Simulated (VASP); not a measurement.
**Rh: single point with r2SCAN**

Crystal: Rh.

```
CELL_PARAMETERS angstrom
-1.56894 1.56894 1.56894
1.56894 -1.56894 1.56894
1.56894 1.56894 -1.56894
ATOMIC_POSITIONS crystal
Rh 0.00000 0.00000 0.00000
```

This isn't the form of Rh at room conditions, which is fcc.

```json
{"Program": "VASP 6.6.1", "Task": "single point", "Functional": "r2SCAN", "Potentials or basis": "VASP PAW PBE potentials, release 64 (Rh_pv)", "Cutoff": "520 eV", "k mesh": "24 × 24 × 24", "Occupations": "fermi-dirac, width 0.05 eV", "Spin": "collinear spin, ferromagnetic start", "Starting moments": "[0.873] μB"}
```

| Item | Value |
| --- | --- |
| Pressure | -13.0 GPa |
| Net moment | 1.15 μB per cell |
| Site moments | Rh +1.17 μB |
| Valence electrons inside the program's atomic spheres | Rh 13.64 |

Levels at points of the mesh, in eV from the Fermi level:
Spin up:
| k point | band 4 | band 5 | band 6 | band 7 | band 8 | band 9 | band 10 | band 11 | band 12 | band 13 |
| --- | --- | --- | --- | --- | --- | --- | --- | --- | --- | --- |
| (0.00, 0.00, 0.00) | -7.44 | -3.31 | -3.31 | -3.31 | -1.47 | -1.47 | 16.92 | 18.84 | 18.84 | 18.84 |
| (0.50, 0.00, 0.00) | -5.85 | -4.61 | -1.44 | -1.21 | 0.57 | 1.30 | 8.14 | 14.78 | 16.92 | 17.86 |
| (0.50, 0.50, 0.50) | -5.98 | -5.98 | 0.14 | 0.14 | 0.14 | 9.20 | 9.20 | 9.20 | 16.89 | 17.97 |
Spin down:
```csv
k point,band 3,band 4,band 5,band 6,band 7,band 8,band 9,band 10,band 11,band 12
"(0.00, 0.00, 0.00)",-46.93,-7.52,-2.42,-2.42,-2.42,0.15,0.15,18.71,18.91,18.91
"(0.50, 0.00, 0.00)",-46.93,-5.20,-3.83,-0.02,0.47,1.18,1.65,8.86,14.87,18.22
"(0.50, 0.50, 0.50)",-47.33,-4.94,-4.94,1.20,1.20,1.20,9.28,9.28,9.28,18.36
```

Wall time 17 min on 1 thread of Oxide Virtual Turin-like Processor, on a shared host, peak memory 0.23 GiB.

Caveat: the cell stands under tension; the PAW data sets were made with another functional, which shifts forces and pressure a little.
